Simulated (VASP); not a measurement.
Bi2Se3, 5 atoms in the cell. The structure is trigonal, space group R-3m (No. 166). Conventional cell: a = 4.308 Å, b = 4.308 Å, c = 27.947 Å, α = 90.00°, β = 90.00°, γ = 120.00°. Bi (site symmetry 3m) has 6 Se at 2.89 to 3.11 Å within 3.8 Å. Within 3.8 Å of Se (site symmetry 3m) lie 3 Bi at 2.89 Å and 3 Se at 3.63 Å. Within 4.4 Å of Se (site symmetry -3m) lie 6 Bi at 3.11 Å and 12 Se at 4.16 to 4.31 Å.  This cell differs from its parent crystal: epitaxial xy strain +4.0%.

```yaml
Program: VASP 6.6.1
Task: single point
Functional: PBE
Potentials_or_basis: VASP PAW PBE potentials, release 64 (Bi_d, Se)
Cutoff: 520 eV
k_mesh: 8 × 8 × 8
Occupations: fermi-dirac, width 0.02 eV
Spin: no spin polarisation
Dipole_correction: no
Further_INCAR_settings: ALGO = Normal; EDIFF = 1e-06; NBANDS = 32
```

Potentials or basis: VASP PAW PBE potentials, release 64 (Bi_d, Se).

The run is started by

```sh
$ cat potpaw_PBE.64/Bi_d/POTCAR potpaw_PBE.64/Se/POTCAR > POTCAR
$ mpirun -np 1 vasp_std > vasp.out
```

Hardware: 1 thread of Intel(R) Xeon(R) Platinum 8259CL CPU @ 2.50GHz (Skylake/Cascade Lake) (shared host).

Task: How long does it take, and how much memory?

Result: Wall time 18 min on 1 thread of Intel(R) Xeon(R) Platinum 8259CL CPU @ 2.50GHz (Skylake/Cascade Lake), on a shared host, peak memory 0.84 GiB. Counts: scf iterations 14, k points 65.
